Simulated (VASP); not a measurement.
# SiC (F-43m) in VASP: notebook

Runs on SiC. Level: PBE. Tasks: single point.

Program: VASP 6.6.1. These are calculated values, not measurements. Logs are shortened: lines on timing, memory, paths and dates and some standing lists are left out, and cuts for length are marked.

## Step 1: The cell of the first run

Symmetry: F-43m, No. 216, cubic system. Conventional cell: a = 4.455 Å, b = 4.455 Å, c = 4.455 Å, α = 90.00°, β = 90.00°, γ = 90.00°. Within 2.6 Å of Si (site symmetry -43m) lie 4 C at 1.93 Å. Within 2.6 Å of C (site symmetry -43m) lie 4 Si at 1.93 Å.

## Step 2: Single point, PBE

The input, INCAR:

```
PREC = Accurate
ENCUT = 600
EDIFF = 1E-6
ISMEAR = 0
SIGMA = 0.05
LREAL = F
LASPH = T
NELM = 120
ALGO = Normal
ISIF = 2
LWAVE = F
LCHARG = F
GGA = PE
NBANDS = 11
GGA_COMPAT = F
```

The input, KPOINTS:

```
regular mesh
0
Gamma
  6 6 6
```

The input, POSCAR:

```
SiC
1.0
    0.0000000000      2.2276435690      2.2276435690
    2.2276435690      0.0000000000      2.2276435690
    2.2276435690      2.2276435690      0.0000000000
Si C
1 1
Direct
    0.0000000000      0.0000000000      0.0000000000
    0.2500000000      0.2500000000      0.2500000000
```

Potentials or basis: VASP PAW PBE potentials, release 64 (Si, C).

On the command line:

```
cat potpaw_PBE.64/Si/POTCAR potpaw_PBE.64/C/POTCAR > POTCAR
mpirun -np 1 vasp_std > vasp.out
```

OUTCAR:

```text
PREC = Accurate
   ENCUT = 600
   EDIFF = 1E-6
   ISMEAR = 0
   LREAL = F
   LASPH = T
   NELM = 120
   ISIF = 2
   GGA = PE

 ion  position               nearest neighbor table
   1  0.000  0.000  0.000-   2 1.93   2 1.93   2 1.93   2 1.93
   2  0.250  0.250  0.250-   1 1.93   1 1.93   1 1.93   1 1.93

  LATTYP: Found a face centered cubic cell.
 ALAT       =     4.4552871380

  Lattice vectors:

 A1 = (   0.0000000000,   2.2276435690,   2.2276435690)
 A2 = (   2.2276435690,   0.0000000000,   2.2276435690)
 A3 = (   2.2276435690,   2.2276435690,   0.0000000000)

Analysis of symmetry for initial positions (statically):
=====================================================================
 Subroutine PRICEL returns:
 Original cell was already a primitive cell.

 Routine SETGRP: Setting up the symmetry group for a
 face centered cubic supercell.

 Subroutine GETGRP returns: Found 24 space group operations
 (whereof 24 operations were pure point group operations)
 out of a pool of 48 trial point group operations.

The static configuration has the point symmetry T_d .

Analysis of symmetry for dynamics (positions and initial velocities):
=====================================================================
 Subroutine PRICEL returns:
 Original cell was already a primitive cell.

 Routine SETGRP: Setting up the symmetry group for a
 face centered cubic supercell.

 Subroutine GETGRP returns: Found 24 space group operations
 (whereof 24 operations were pure point group operations)
 out of a pool of 48 trial point group operations.

The dynamic configuration has the point symmetry T_d .

 Subroutine INISYM returns: Found 24 space group operations
 (whereof 24 operations are pure point group operations),
 and found     1 'primitive' translations

----------------------------------------------------------------------------------------

                                     Primitive cell

  volume of cell :      22.1089

  direct lattice vectors                    reciprocal lattice vectors
     0.000000000  2.227643569  2.227643569    -0.224452425  0.224452425  0.224452425
     2.227643569  0.000000000  2.227643569     0.224452425 -0.224452425  0.224452425
     2.227643569  2.227643569  0.000000000     0.224452425  0.224452425 -0.224452425

  length of vectors
     3.150363747  3.150363747  3.150363747     0.388763003  0.388763003  0.388763003

  position of ions in fractional coordinates (direct lattice)
     0.000000000  0.000000000  0.000000000
     0.250000000  0.250000000  0.250000000

  ion indices of the primitive-cell ions
   primitive index   ion index
                 1           1
                 2           2

----------------------------------------------------------------------------------------

 KPOINTS: regular mesh

Automatic generation of k-mesh.
 Grid dimensions read from file:
 generate k-points for:    6    6    6

 Generating k-lattice:

  Cartesian coordinates                     Fractional coordinates (reciprocal lattice)
    -0.037408737  0.037408737  0.037408737     0.166666667  0.000000000  0.000000000
     0.037408737 -0.037408737  0.037408737     0.000000000  0.166666667  0.000000000
     0.037408737  0.037408737 -0.037408737     0.000000000  0.000000000  0.166666667

  Length of vectors
     0.064793834  0.064793834  0.064793834

  Shift w.r.t. Gamma in fractional coordinates (k-lattice)
     0.000000000  0.000000000  0.000000000

 Subroutine IBZKPT returns following result:
 ===========================================

 Found     16 irreducible k-points:

 Following reciprocal coordinates:
            Coordinates               Weight
  0.000000  0.000000  0.000000      1.000000
  0.166667  0.000000  0.000000      8.000000
  0.333333  0.000000  0.000000      8.000000
  0.500000  0.000000  0.000000      4.000000
  0.166667  0.166667  0.000000      6.000000
  0.333333  0.166667  0.000000     24.000000
[... 8 lines left out ...]
 -0.333333  0.333333  0.166667     24.000000
 -0.333333  0.500000  0.166667     12.000000
   k-points           NKPTS =     16   k-points in BZ     NKDIM =     16   number of bands    NBANDS=     11
   number of dos      NEDOS =    301   number of ions     NIONS =      2
   total plane-waves  NPLWV =  21952
   dimension x,y,z NGX =    28 NGY =   28 NGZ =   28
   dimension x,y,z NGXF=    56 NGYF=   56 NGZF=   56
   ions per type =               1   1
   NGX,Y,Z   is equivalent  to a cutoff of  14.78, 14.78, 14.78 a.u.
   NGXF,Y,Z  is equivalent  to a cutoff of  29.55, 29.55, 29.55 a.u.
 SYSTEM =  unknown system
   PREC   = accura    normal or accurate (medium, high low for compatibility)
   ISTART =      0    job   : 0-new  1-cont  2-samecut
   ICHARG =      2    charge: 1-file 2-atom 10-const
   ISPIN  =      1    spin polarized calculation?
   LNONCOLLINEAR =      F non collinear calculations
   LSORBIT =      F    spin-orbit coupling
   LASPH  =      T    aspherical Exc in radial PAW
   ENCUT  =  600.0 eV  44.10 Ry    6.64 a.u.   6.29  6.29  6.29*2*pi/ulx,y,z
   NELM   =    120;   NELMIN=  2; NELMDL= -5     # of ELM steps
   EDIFF  = 0.1E-05   stopping-criterion for ELM
   LREAL  =      F    real-space projection
   EDIFFG = 0.1E-04   stopping-criterion for IOM
   NSW    =      0    number of steps for IOM
   IBRION =     -1    ionic relax: 0-MD 1-quasi-New 2-CG
   NFREE  =      0    steps in history (QN), initial steepest desc. (CG)
   ISIF   =      2    stress and relaxation
   ISYM   =      2    0-nonsym 1-usesym 2-fastsym
   POTIM  = 0.5000    time-step for ionic-motion
   TEBEG  =    0.0;   TEEND  =   0.0 temperature during run
   PSTRESS=    0.0 pullay stress
   NELECT =       8.0000    total number of electrons
   NUPDOWN=      -1.0000    fix difference up-down
   EMIN   =  10.00;   EMAX   =-10.00  energy-range for DOS
   EFERMI =   0.00;   METHOD = LEGACY
   ISMEAR =     0;   SIGMA  =   0.05  broadening in eV -4-tet -1-fermi 0-gaus
   EFERMI_NEDOS =   21; number of points for ismear=-14 and -15
   IALGO  =     38    algorithm
   IMIX   =      4    mixing-type and parameters
     AMIX     =   0.40;   BMIX     =  1.00
     AMIX_MAG =   1.60;   BMIX_MAG =  1.00
  volume/ion in A,a.u.               =      11.05        74.60
  Fermi-wavevector in a.u.,A,eV,Ry     =   1.166583  2.204523 18.516397  1.360917
  Thomas-Fermi vector in A             =   2.303095
   LORBIT       =      0    0 simple, 1 ext, 2 COOP (PROOUT), +10 PAW based schemes
   GGA     = PE    functional components
   LHFCALC =     F    Hartree Fock is set to
   AEXX    =    0.0000 exact exchange contribution
   IVDW    =     0    specifies the selected vdW correction
   LEPSILON=     F    determine dielectric tensor
   LRPA    =     F    only Hartree local field effects (RPA)
 non-spin polarized calculation
 Gauss-broadening in eV      SIGMA  =   0.05
  energy-cutoff  :      600.00
  volume of cell :       22.11
 maximum number of plane-waves:       754
 NGX is ok and might be reduce to    28
   NGX = 13   NGY = 13   NGZ = 13

 number of electron       8.0000000 magnetization

 Free energy of the ion-electron system (eV)
  ---------------------------------------------------
  ext. energy  EPLUGINS =         0.00000000
  ---------------------------------------------------
  free energy    TOTEN  =       -15.01619019 eV

  energy without entropy =      -15.01619019  energy(sigma->0) =      -15.01619019

 E-fermi :   7.6506     XC(G=0): -11.0670

 val. band max:        7.3874910207   @ k =   0.0000   0.0000   0.0000
 cond. band min:       8.7970334222   @ k =   0.5000   0.5000   0.0000
 fundamental gap:      1.4095424016
 Fermi energy:         7.6506389317

 k-point     1 :       0.0000    0.0000    0.0000
  band No.  band energies     occupation
      1      -7.5086      2.00000
      2       7.3875      2.00000
      3       7.3875      2.00000
      4       7.3875      2.00000
      5      12.8482      0.00000
      6      14.2440      0.00000
      7      14.2440      0.00000
      8      14.2440      0.00000
      9      21.5092      0.00000
     10      21.5092      0.00000
     11      22.8608      0.00000

 k-point     2 :       0.1667    0.0000    0.0000
  band No.  band energies     occupation
      1      -6.9976      2.00000
      2       5.0565      2.00000
      3       7.0622      2.00000
      4       7.0622      2.00000
      5      13.1229      0.00000
      6      14.7529      0.00000
      7      14.7529      0.00000
      8      15.1437      0.00000
      9      20.0558      0.00000
     10      20.0558      0.00000
     11      22.5268      0.00000

 k-point     3 :       0.3333    0.0000    0.0000
  band No.  band energies     occupation
      1      -5.5588      2.00000
      2       1.4100      2.00000
      3       6.5564      2.00000
      4       6.5564      2.00000
      5      12.4871      0.00000
      6      14.6941      0.00000
      7      14.6941      0.00000
      8      16.8201      0.00000
      9      21.2000      0.00000
     10      21.2000      0.00000
     11      21.9844      0.00000

 k-point     4 :       0.5000    0.0000    0.0000
  band No.  band energies     occupation
      1      -4.1807      2.00000
      2      -0.7965      2.00000
      3       6.3511      2.00000
      4       6.3511      2.00000
      5      12.2284      0.00000
      6      14.3435      0.00000
      7      14.3435      0.00000
      8      17.0721      0.00000
      9      22.8152      0.00000
     10      23.9362      0.00000
     11      23.9362      0.00000
[... 127 lines left out ...]
 k-point    14 :       0.5000    0.3333    0.1667
  band No.  band energies     occupation
      1      -4.3498      2.00000
      2       1.5421      2.00000
      3       3.4614      2.00000
      4       5.0677      2.00000
      5      12.1547      0.00000
      6      14.7094      0.00000
      7      15.4529      0.00000
      8      18.4628      0.00000
      9      20.0533      0.00000
     10      23.5245      0.00000
     11      27.0349      0.00000

 k-point    15 :      -0.3333    0.3333    0.1667
  band No.  band energies     occupation
      1      -3.1556      2.00000
      2       0.2300      2.00000
      3       2.8597      2.00000
      4       4.4177      2.00000
      5      12.3969      0.00000
      6      14.7987      0.00000
      7      17.0423      0.00000
      8      18.2985      0.00000
      9      19.5445      0.00000
     10      23.2311      0.00000
     11      27.4651      0.00000

 k-point    16 :      -0.3333    0.5000    0.1667
  band No.  band energies     occupation
      1      -2.6482      2.00000
      2       0.2372      2.00000
      3       3.1151      2.00000
      4       3.2304      2.00000
      5      11.3077      0.00000
      6      14.0944      0.00000
      7      17.6435      0.00000
      8      18.9498      0.00000
      9      20.7910      0.00000
     10      24.4480      0.00000
     11      27.3769      0.00000

------------------------ aborting loop because EDIFF is reached ----------------------------------------

  FORCE on cell =-STRESS in cart. coord.  units (eV):
  Direction    XX          YY          ZZ          XY          YZ          ZX
  --------------------------------------------------------------------------------------
  -------------------------------------------------------------------------------------
  Total       -1.3780306     -1.3780306     -1.3780306      0.0000000      0.0000000      0.0000000
  in kB      -99.8624796    -99.8624796    -99.8624796      0.0000000      0.0000000      0.0000000
  external PRESSURE =     -99.8624796 kB  Pullay stress =       0.0000000 kB

 VOLUME and BASIS-vectors are now :
 -----------------------------------------------------------------------------
  energy-cutoff  :      600.00
  volume of cell :       22.11
      direct lattice vectors                 reciprocal lattice vectors
     0.000000000  2.227643569  2.227643569    -0.224452425  0.224452425  0.224452425
     2.227643569  0.000000000  2.227643569     0.224452425 -0.224452425  0.224452425
     2.227643569  2.227643569  0.000000000     0.224452425  0.224452425 -0.224452425

 POSITION                                       TOTAL-FORCE (eV/Angst)
 -----------------------------------------------------------------------------------
      0.00000      0.00000      0.00000        -0.000000      0.000000     -0.000000
      1.11382      1.11382      1.11382         0.000000     -0.000000      0.000000
 -----------------------------------------------------------------------------------
    total drift:                               -0.000000     -0.000000     -0.000000

  FREE ENERGIE OF THE ION-ELECTRON SYSTEM (eV)
  ---------------------------------------------------
  free  energy   TOTEN  =       -15.0161901949 eV

  energy  without entropy=      -15.0161901949  energy(sigma->0) =      -15.01619019
```

Wall time 6.5 s (1 thread of AMD EPYC 7R43 (Zen 3), shared host); peak memory 0.11 GiB.

Results:

* Free energy: -15.0162 eV
* Pressure: -10.0 GPa
* Band gap on the k mesh: 1.41 eV, indirect (least direct gap 4.47 eV)

Levels at points of the mesh, in eV from the valence-band top:
```
           k point  band 1  band 2  band 3  band 4  band 5  band 6  band 7  band 8
(0.00, 0.00, 0.00)  -14.90    0.00    0.00    0.00    5.46    6.86    6.86    6.86
(0.50, 0.00, 0.00)  -11.57   -8.18   -1.04   -1.04    4.84    6.96    6.96    9.68
(0.50, 0.50, 0.00)  -10.18   -7.60   -3.06   -3.06    1.41    4.09   13.27   13.27
```

## Step 3: Single point, PBE

This run uses another cell than the first one, of 10.49 Å³/atom, 0.949 times its volume.

The input, INCAR:

```
ALGO = Normal
EDIFF = 1E-6
ENCUT = 600
GGA = PE
GGA_COMPAT = False
ISIF = 2
ISMEAR = 0
LASPH = True
LCHARG = False
LREAL = False
LWAVE = False
NBANDS = 11
NELM = 120
PREC = Accurate
SIGMA = 0.05
```

The input, KPOINTS:

```
k-points
0
Gamma
  6 6 6
```

The input, POSCAR:

```
SiC
1.0
    0.0000000000      2.1893164499      2.1893164499
    2.1893164499      0.0000000000      2.1893164499
    2.1893164499      2.1893164499      0.0000000000
Si C
1 1
Direct
    0.0000000000      0.0000000000      0.0000000000
    0.2500000000      0.2500000000      0.2500000000
```

Potentials or basis: VASP PAW PBE potentials, release 64 (Si, C).

On the command line:

```
cat potpaw_PBE.64/Si/POTCAR potpaw_PBE.64/C/POTCAR > POTCAR
mpirun -np 1 vasp_std > vasp.out
```

Wall time 6.4 s (1 thread of AMD EPYC 7R43 (Zen 3), shared host); peak memory 0.11 GiB.

The run converged. Its results:

- Free energy: -15.0516 eV
- Pressure: 0.0 GPa
- Band gap on the k mesh: 1.36 eV, indirect (least direct gap 4.52 eV)

Levels at points of the mesh, in eV from the valence-band top:
```csv
k point,band 1,band 2,band 3,band 4,band 5,band 6,band 7,band 8,band 9
"(0.00, 0.00, 0.00)",-15.30,0.00,0.00,0.00,6.07,7.20,7.20,7.20,14.42
"(0.50, 0.00, 0.00)",-11.78,-8.46,-1.05,-1.05,5.30,7.16,7.16,9.97,16.03
"(0.50, 0.50, 0.00)",-10.34,-7.75,-3.16,-3.16,1.36,4.27,13.87,13.87,14.60
```

A k mesh can miss the band edges.
